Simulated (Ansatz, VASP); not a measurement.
**One calculation of InSb3, two programs**

```
CELL_PARAMETERS angstrom
0.00000 3.69833 3.69833
3.69833 0.00000 3.69833
3.69833 3.69833 0.00000
ATOMIC_POSITIONS crystal
In 0.00000 0.00000 0.00000
Sb 0.25000 0.25000 0.25000
Sb 0.75000 0.75000 0.75000
Sb 0.50000 0.50000 0.50000
```

Alike in both runs: task single point; functional PBEsol; dispersion D3(BJ); k mesh 10 × 10 × 10; occupations gaussian, width 0.1 eV; no spin polarisation.

|  | VASP | Ansatz |
| --- | --- | --- |
| version | VASP 6.6.1 | Ansatz 0.2.0 |
| potentials or method | VASP PAW PBE potentials, release 64 (In_d, Sb), cutoff 500 eV | scalar-relativistic, plane waves, PAW |
| valence electrons in the cell | 28 | 58 |

|  | VASP | Ansatz | Ansatz less VASP |
| --- | --- | --- | --- |
| gap on the k mesh at the Fermi level (eV) | none | none | - |
| pressure (GPa) | -2.0 | -2.0 | -0.01 |

VASP's potentials were made for PBE, not for PBEsol. A gap of «none» marks a metal or a gap that the smearing closes. VASP's potentials hold 28 valence electrons a cell and Ansatz's 58, so a difference there can come from the potentials and not from the codes.

Neither program's run includes spin-orbit coupling.
